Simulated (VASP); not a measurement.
# Na (I4/mmm) in VASP: notebook

The runs below take Na through single point, relaxation of cell and atoms, with PBE.

Program: VASP 6.6.1. These are calculated values, not measurements. Logs are shortened: lines on timing, memory, paths and dates and some standing lists are left out, and cuts for length are marked.

### 1 The cell of the first run

Symmetry: I4/mmm, No. 139, tetragonal system. The conventional cell has a = 4.943 Å, b = 4.943 Å, c = 4.569 Å, α = 90.00°, β = 90.00°, γ = 90.00°. Na (site symmetry 4/mmm) has 14 Na at 4.18 to 4.94 Å within 5.5 Å.

### 2 Single point, PBE (Rb replaced by Na, lengths x 0.853, strained)

Contents of INCAR:

```
PREC = Accurate
ENCUT = 520
EDIFF = 1E-6
ISMEAR = 0
SIGMA = 0.1
LREAL = False
LASPH = True
NELM = 60
ALGO = Fast
ISIF = 2
LWAVE = False
LCHARG = True
GGA = PE
LELF = True
LVHAR = True
NBANDS = 10
```

Contents of KPOINTS:

```
Automatic mesh
0
Gamma
  6 6 6
```

Contents of POSCAR:

```
Na
1.0
   -2.4713732143      2.4713732143      2.2842817985
    2.4713732143     -2.4713732143      2.2842817985
    2.4713732143      2.4713732143     -2.2842817985
Na
1
Direct
    0.0000000000      0.0000000000      0.0000000000
```

Potentials or basis: VASP PAW PBE potentials, release 64 (Na_pv).

Started as:

```sh
cat potpaw_PBE.64/Na_pv/POTCAR > POTCAR
mpirun -np 1 vasp_std > vasp.out
```

OUTCAR:

```text
PREC = Accurate
   ENCUT = 520
   EDIFF = 1E-6
   ISMEAR = 0
   LREAL = False
   LASPH = True
   NELM = 60
   ISIF = 2
   GGA = PE

 ion  position               nearest neighbor table
   1  0.000  0.000  0.000-

  LATTYP: Found a body centered tetragonal cell.
 ALAT       =     4.9427464286
 C/A-ratio  =     0.9242965754

  Lattice vectors:

 A1 = (  -2.4713732143,   2.4713732143,   2.2842817985)
 A2 = (   2.4713732143,  -2.4713732143,   2.2842817985)
 A3 = (   2.4713732143,   2.4713732143,  -2.2842817985)

Analysis of symmetry for initial positions (statically):
=====================================================================
 Subroutine PRICEL returns:
 Original cell was already a primitive cell.

 Routine SETGRP: Setting up the symmetry group for a
 body centered tetragonal supercell.

 Subroutine GETGRP returns: Found 16 space group operations
 (whereof 16 operations were pure point group operations)
 out of a pool of 16 trial point group operations.

The static configuration has the point symmetry D_4h.

Analysis of symmetry for dynamics (positions and initial velocities):
=====================================================================
 Subroutine PRICEL returns:
 Original cell was already a primitive cell.

 Routine SETGRP: Setting up the symmetry group for a
 body centered tetragonal supercell.

 Subroutine GETGRP returns: Found 16 space group operations
 (whereof 16 operations were pure point group operations)
 out of a pool of 16 trial point group operations.

The dynamic configuration has the point symmetry D_4h.

 Subroutine INISYM returns: Found 16 space group operations
 (whereof 16 operations are pure point group operations),
 and found     1 'primitive' translations

----------------------------------------------------------------------------------------

                                     Primitive cell

  volume of cell :      55.8067

  direct lattice vectors                    reciprocal lattice vectors
    -2.471373214  2.471373214  2.284281798     0.000000000  0.202316670  0.218887179
     2.471373214 -2.471373214  2.284281798     0.202316670  0.000000000  0.218887179
     2.471373214  2.471373214 -2.284281798     0.202316670  0.202316670  0.000000000

  length of vectors
     4.175322079  4.175322079  4.175322079     0.298066490  0.298066490  0.286118979

  position of ions in fractional coordinates (direct lattice)
     0.000000000  0.000000000  0.000000000

  ion indices of the primitive-cell ions
   primitive index   ion index
                 1           1

----------------------------------------------------------------------------------------

 KPOINTS: Automatic mesh

Automatic generation of k-mesh.
 Grid dimensions read from file:
 generate k-points for:    6    6    6

 Generating k-lattice:

  Cartesian coordinates                     Fractional coordinates (reciprocal lattice)
     0.000000000  0.033719445  0.036481197     0.166666667  0.000000000  0.000000000
     0.033719445  0.000000000  0.036481197     0.000000000  0.166666667  0.000000000
     0.033719445  0.033719445  0.000000000     0.000000000  0.000000000  0.166666667

  Length of vectors
     0.049677748  0.049677748  0.047686497

  Shift w.r.t. Gamma in fractional coordinates (k-lattice)
     0.000000000  0.000000000  0.000000000

 Subroutine IBZKPT returns following result:
 ===========================================

 Found     30 irreducible k-points:

 Following reciprocal coordinates:
            Coordinates               Weight
  0.000000  0.000000  0.000000      1.000000
  0.166667  0.000000 -0.000000      8.000000
  0.333333  0.000000 -0.000000      8.000000
  0.500000  0.000000  0.000000      4.000000
  0.166667  0.166667 -0.000000      8.000000
  0.333333  0.166667  0.000000     16.000000
[... 16 lines left out ...]
 -0.333333 -0.333333  0.166667      8.000000
 -0.166667 -0.333333  0.166667      8.000000
 [... further k-points ...]
   k-points           NKPTS =     30   k-points in BZ     NKDIM =     30   number of bands    NBANDS=     10
   number of dos      NEDOS =    301   number of ions     NIONS =      1
   total plane-waves  NPLWV =  32768
   dimension x,y,z NGX =    32 NGY =   32 NGZ =   32
   dimension x,y,z NGXF=    64 NGYF=   64 NGZF=   64
   ions per type =               1
   NGX,Y,Z   is equivalent  to a cutoff of  12.74, 12.74, 12.74 a.u.
   NGXF,Y,Z  is equivalent  to a cutoff of  25.48, 25.48, 25.48 a.u.
 SYSTEM =  unknown system
   PREC   = accura    normal or accurate (medium, high low for compatibility)
   ISTART =      0    job   : 0-new  1-cont  2-samecut
   ICHARG =      2    charge: 1-file 2-atom 10-const
   ISPIN  =      1    spin polarized calculation?
   LNONCOLLINEAR =      F non collinear calculations
   LSORBIT =      F    spin-orbit coupling
   LASPH  =      T    aspherical Exc in radial PAW
   ENCUT  =  520.0 eV  38.22 Ry    6.18 a.u.   7.76  7.76  7.76*2*pi/ulx,y,z
   NELM   =     60;   NELMIN=  2; NELMDL= -5     # of ELM steps
   EDIFF  = 0.1E-05   stopping-criterion for ELM
   LREAL  =      F    real-space projection
   EDIFFG = 0.1E-04   stopping-criterion for IOM
   NSW    =      0    number of steps for IOM
   IBRION =     -1    ionic relax: 0-MD 1-quasi-New 2-CG
   NFREE  =      0    steps in history (QN), initial steepest desc. (CG)
   ISIF   =      2    stress and relaxation
   ISYM   =      2    0-nonsym 1-usesym 2-fastsym
   POTIM  = 0.5000    time-step for ionic-motion
   TEBEG  =    0.0;   TEEND  =   0.0 temperature during run
   PSTRESS=    0.0 pullay stress
   NELECT =       7.0000    total number of electrons
   NUPDOWN=      -1.0000    fix difference up-down
   EMIN   =  10.00;   EMAX   =-10.00  energy-range for DOS
   EFERMI =   0.00;   METHOD = LEGACY
   ISMEAR =     0;   SIGMA  =   0.10  broadening in eV -4-tet -1-fermi 0-gaus
   EFERMI_NEDOS =   21; number of points for ismear=-14 and -15
   IALGO  =     68    algorithm
   IMIX   =      4    mixing-type and parameters
     AMIX     =   0.40;   BMIX     =  1.00
     AMIX_MAG =   1.60;   BMIX_MAG =  1.00
  volume/ion in A,a.u.               =      55.81       376.60
  Fermi-wavevector in a.u.,A,eV,Ry     =   0.819493  1.548618  9.137254  0.671569
  Thomas-Fermi vector in A             =   1.930308
   LORBIT       =      0    0 simple, 1 ext, 2 COOP (PROOUT), +10 PAW based schemes
   GGA     = PE    functional components
   LHFCALC =     F    Hartree Fock is set to
   AEXX    =    0.0000 exact exchange contribution
   IVDW    =     0    specifies the selected vdW correction
   LEPSILON=     F    determine dielectric tensor
   LRPA    =     F    only Hartree local field effects (RPA)
 non-spin polarized calculation
 RMM-DIIS sequential band-by-band and
 Gauss-broadening in eV      SIGMA  =   0.10
  energy-cutoff  :      520.00
  volume of cell :       55.81
 maximum number of plane-waves:      1524
   NGX = 15   NGY = 15   NGZ = 15

 number of electron       6.9999990 magnetization

 Free energy of the ion-electron system (eV)
  ---------------------------------------------------
  ext. energy  EPLUGINS =         0.00000000
  ---------------------------------------------------
  free energy    TOTEN  =        -1.17285735 eV

  energy without entropy =       -1.16599714  energy(sigma->0) =       -1.16942725

 E-fermi :  -0.6140     XC(G=0):  -5.5313

 val. band max:       -0.6899266654   @ k =   0.5000   0.3333  -0.0000
 cond. band min:      -0.6032388727   @ k =   0.5000   0.1667   0.0000
 fundamental gap:      0.0866877928
 Fermi energy:        -0.6139791722

 k-point     1 :       0.0000    0.0000    0.0000
  band No.  band energies     occupation
      1     -25.9186      2.00000
      2     -25.9184      2.00000
      3     -25.9184      2.00000
      4      -3.1332      2.00000
      5       8.1199      0.00000
      6       8.8518      0.00000
      7       8.8519      0.00000
      8       9.0558      0.00000
      9       9.0625      0.00000
     10       9.0629      0.00000

 k-point     2 :       0.1667    0.0000   -0.0000
  band No.  band energies     occupation
      1     -25.9204      2.00000
      2     -25.9191      2.00000
      3     -25.9185      2.00000
      4      -2.7544      2.00000
      5       5.9291      0.00000
      6       6.8969      0.00000
      7       7.5008      0.00000
      8       7.5541      0.00000
      9       8.4145      0.00000
     10       9.9374      0.00000

 k-point     3 :       0.3333    0.0000   -0.0000
  band No.  band energies     occupation
      1     -25.9240      2.00000
      2     -25.9205      2.00000
      3     -25.9186      2.00000
      4      -1.6279      2.00000
      5       2.7588      0.00000
      6       6.0338      0.00000
      7       6.3683      0.00000
      8       6.5742      0.00000
      9       7.3271      0.00000
     10      10.6897      0.00000

 k-point     4 :       0.5000    0.0000    0.0000
  band No.  band energies     occupation
      1     -25.9258      2.00000
      2     -25.9212      2.00000
      3     -25.9187      2.00000
      4       0.1480      0.00000
      5       0.2962      0.00000
      6       5.8039      0.00000
      7       5.9105      0.00000
      8       6.2721      0.00000
      9       6.9282      0.00000
     10      11.9149      0.00000
[... 222 lines left out ...]
 k-point    22 :      -0.1667    0.5000    0.1667
  band No.  band energies     occupation
      1     -25.9253      2.00000
      2     -25.9220      2.00000
      3     -25.9200      2.00000
      4       0.3949      0.00000
      5       0.7794      0.00000
      6       4.1284      0.00000
      7       4.7459      0.00000
      8       8.2314      0.00000
      9       8.2895      0.00000
     10       9.1725      0.00000

 k-point    23 :      -0.3333   -0.3333    0.1667
  band No.  band energies     occupation
      1     -25.9246      2.00000
      2     -25.9231      2.00000
      3     -25.9207      2.00000
      4       0.4140      0.00000
      5       2.0094      0.00000
      6       2.1799      0.00000
      7       5.9684      0.00000
      8       6.2223      0.00000
      9       8.3312      0.00000
     10       9.7159      0.00000

 k-point    24 :      -0.1667   -0.3333    0.1667
  band No.  band energies     occupation
      1     -25.9239      2.00000
      2     -25.9213      2.00000
      3     -25.9202      2.00000
      4      -1.1391      2.00000
      5       2.8869      0.00000
      6       4.5816      0.00000
      7       5.2192      0.00000
      8       6.8870      0.00000
      9       8.4087      0.00000
     10       9.2904      0.00000

 [... further k-points ...]
[... 5 lines left out ...]
  --------------------------------------------------------------------------------------
  -------------------------------------------------------------------------------------
  Total       -0.4724787     -0.4724787     -0.5753470      0.0000000      0.0000000      0.0000000
  in kB      -13.5645840    -13.5645840    -16.5178722      0.0000000      0.0000000      0.0000000
  external PRESSURE =     -14.5490134 kB  Pullay stress =       0.0000000 kB

 VOLUME and BASIS-vectors are now :
 -----------------------------------------------------------------------------
  energy-cutoff  :      520.00
  volume of cell :       55.81
      direct lattice vectors                 reciprocal lattice vectors
    -2.471373214  2.471373214  2.284281798     0.000000000  0.202316670  0.218887179
     2.471373214 -2.471373214  2.284281798     0.202316670  0.000000000  0.218887179
     2.471373214  2.471373214 -2.284281798     0.202316670  0.202316670  0.000000000

 POSITION                                       TOTAL-FORCE (eV/Angst)
 -----------------------------------------------------------------------------------
      0.00000      0.00000      0.00000         0.000000      0.000000     -0.000000
 -----------------------------------------------------------------------------------
    total drift:                               -0.000000     -0.000000     -0.000000

  FREE ENERGIE OF THE ION-ELECTRON SYSTEM (eV)
  ---------------------------------------------------
  free  energy   TOTEN  =        -1.1728573492 eV

  energy  without entropy=       -1.1659971412  energy(sigma->0) =       -1.16942725
```

Wall time 8.2 s (1 thread of Intel Xeon Platinum 8375C at 2.90GHz (Ice Lake), shared host); peak memory 0.17 GiB.

Results:

- Free energy: -1.1729 eV
- Pressure: -1.5 GPa

Caveat: the cell differs from its parent crystal (Rb replaced by Na, lengths x 0.853, strained).

### 3 Single point, PBE (Rb replaced by Na, lengths x 0.853, strained)

Contents of INCAR:

```
SYSTEM = Na
PREC = Accurate
ENCUT = 520
EDIFF = 1E-7
ISMEAR = 0
SIGMA = 0.1
LREAL = .FALSE.
LASPH = .TRUE.
NELM = 60
ALGO = Normal
ISIF = 2
LWAVE = .FALSE.
LCHARG = .FALSE.
GGA = PE
NBANDS = 10
```

Contents of KPOINTS:

```
regular mesh
0
G
  12 12 12
  0 0 0
```

POSCAR is that of step 2.

Potentials or basis: VASP PAW PBE potentials, release 64 (Na_pv).

Started as:

```sh
cat potpaw_PBE.64/Na_pv/POTCAR > POTCAR
mpirun -np 1 vasp_std > vasp.out
```

It took 31 s on 1 thread of Intel Xeon Platinum 8375C at 2.90GHz (Ice Lake), shared host; peak memory 0.21 GiB.

The run converged. Its results:

* Free energy: -1.1908 eV
* Pressure: -1.5 GPa

Levels at points of the mesh, in eV from the Fermi level:
| k point | band 1 | band 2 | band 3 | band 4 | band 5 | band 6 |
| --- | --- | --- | --- | --- | --- | --- |
| (0.00, 0.00, 0.00) | -25.28 | -25.28 | -25.28 | -2.49 | 8.76 | 9.49 |
| (0.50, 0.00, 0.00) | -25.29 | -25.28 | -25.28 | 0.79 | 0.94 | 6.44 |
| (0.50, 0.50, 0.00) | -25.29 | -25.28 | -25.28 | 0.58 | 0.62 | 7.24 |
| (0.50, 0.50, 0.50) | -25.28 | -25.28 | -25.28 | 3.39 | 3.39 | 3.66 |

Caveat: the cell differs from its parent crystal (Rb replaced by Na, lengths x 0.853, strained).

### 4 Single point, PBE

This run uses another cell than the first one: it holds 4 atoms, not 1.

Contents of INCAR:

```
SYSTEM = Na
ALGO = Fast ; EDIFF = 1E-7
ENCUT = 520 ; GGA = PE
ISIF = 2 ; ISMEAR = 0
LASPH = .TRUE. ; LCHARG = .FALSE.
LREAL = .FALSE. ; LWAVE = .FALSE.
NBANDS = 22 ; NELM = 80
PREC = Accurate ; SIGMA = 0.1
```

Contents of KPOINTS:

```
k-points
0
G
  8 8 8
  0 0 0
```

Contents of POSCAR:

```
Na
1.0
    0.0000000000     -4.2897293206      4.0360866804
   -4.2897293206      0.0000000000     -4.0360866804
    4.2897293206      0.0000000000     -4.0360866804
Na
4
Direct
    0.5000000000      0.7500000000      0.2500000000
    0.0000000000      0.5000000000      0.5000000000
    0.5000000000      0.2500000000      0.7500000000
    0.0000000000      0.0000000000      0.0000000000
```

Started as:

```sh
cat potpaw_PBE.64/Na_pv/POTCAR > POTCAR
mpirun -np 1 vasp_std > vasp.out
```

It took 5.8 min on 1 thread of Oxide Virtual Turin-like, shared host; peak memory 0.34 GiB.

The run converged. Its results:

```
Free energy            : -5.2422 eV
Pressure               : 0.0 GPa
Band gap on the k mesh : zero (band 14 reaches 3.01 eV, above the bottom of band 15 at -0.48 eV)
```

Stress tensor (GPa, compression positive):
```
-0.07  0.00  0.00
 0.00 -0.07  0.00
 0.00  0.00  0.02
```

Levels at points of the mesh, in eV from the Fermi level:
```csv
k point,band 12,band 13,band 14,band 15,band 16,band 17
"(0.00, 0.00, 0.00)",-24.94,-3.31,2.65,2.65,2.70,2.70
"(0.50, 0.00, 0.00)",-24.94,-1.24,-1.24,0.80,0.80,1.28
"(0.00, 0.50, 0.00)",-24.94,-1.68,-1.68,2.05,2.05,2.27
"(0.50, 0.50, 0.50)",-24.94,-0.98,-0.98,0.57,0.57,0.99
```

### 5 Relaxation of cell and atoms, PBE

This run uses another cell than the first one: it holds 4 atoms, not 1.

Contents of INCAR:

```
PREC = Accurate
ENCUT = 600
EDIFF = 1E-7
ISMEAR = 0
SIGMA = 0.1
LREAL = F
LASPH = T
NELM = 100
ALGO = Fast
ISIF = 3
LWAVE = F
LCHARG = F
GGA = PE
IBRION = 2
NSW = 80
EDIFFG = -0.015
```

Contents of KPOINTS:

```
regular mesh
0
Gamma
  8 8 8
```

POSCAR is that of step 4.

Started as:

```sh
cat potpaw_PBE.64/Na_pv/POTCAR > POTCAR
mpirun -np 1 vasp_std > vasp.out
```

It took 5.6 min on 1 thread of Oxide Virtual Turin-like, shared host; peak memory 0.36 GiB.

Results (log left out):

| Item | Value |
| --- | --- |
| Free energy | -5.2423 eV |
| Relaxed volume | 37.08 Å³/atom |
| Relaxed cell | a = 5.888 Å, b = 5.888 Å, c = 5.888 Å, α = 93.43°, β = 118.04°, γ = 118.04° |
| Space group after relaxing (to 0.05 Å) | I4/mmm (No. 139) |
| Energy gained by relaxing | 0.0 meV/atom |
| Ionic steps | 2 |
| Pressure after relaxing | 0.0 GPa |
| Band gap on the k mesh | zero (band 14 reaches 3.02 eV, above the bottom of band 15 at -0.47 eV) |

Stress tensor (GPa, compression positive):
```
-0.04  0.00  0.00
 0.00 -0.04  0.00
 0.00  0.00  0.05
```

Final structure:
```yaml
crystal:
  lattice:
    - [0.00000, -4.28593, 4.03674]
    - [-4.28593, 0.00000, -4.03674]
    - [4.28593, 0.00000, -4.03674]
  atoms:
    - { symbol: Na, position: [0.50000, 0.75000, 0.25000] }
    - { symbol: Na, position: [0.00000, 0.50000, 0.50000] }
    - { symbol: Na, position: [0.50000, 0.25000, 0.75000] }
    - { symbol: Na, position: [0.00000, 0.00000, 0.00000] }
```

Levels at points of the mesh, in eV from the Fermi level:
```
           k point  band 10  band 11  band 12  band 13  band 14  band 15  band 16  band 17  band 18
(0.00, 0.00, 0.00)   -24.94   -24.94   -24.94    -3.32     2.66     2.66     2.70     2.70     2.70
(0.50, 0.00, 0.00)   -24.95   -24.94   -24.94    -1.24    -1.24     0.80     0.80     1.28     1.28
(0.00, 0.50, 0.00)   -24.95   -24.94   -24.94    -1.69    -1.69     2.05     2.05     2.27     2.27
(0.50, 0.50, 0.50)   -24.95   -24.94   -24.94    -0.98    -0.98     0.58     0.58     1.00     1.00
```

### 6 Summary

| task | cell | k mesh | cutoff (eV) | gap on the mesh (eV) | pressure (GPa) |
| --- | --- | --- | --- | --- | --- |
| single point | a = 4.175 Å, angles 107.4, 107.4, 113.7°, 1 atom | 6 × 6 × 6 | 520 | none | -1.5 |
| single point | a = 4.175 Å, angles 107.4, 107.4, 113.7°, 1 atom | 12 × 12 × 12 | 520 | none | -1.5 |
| single point | a = 5.890 Å, angles 93.5, 118.0, 118.0°, 4 atoms | 8 × 8 × 8 | 520 | none | 0.0 |
| relaxation of cell and atoms | relaxed from a = 5.890 Å, angles 93.5, 118.0, 118.0°, 4 atoms | 8 × 8 × 8 | 600 | none | 0.0 |

Alike in all rows: level PBE; potentials or basis VASP PAW PBE potentials, release 64 (Na_pv); no spin polarisation; smearing gaussian 0.1 eV.

Absolute energies hang on the potentials; compare differences alone.
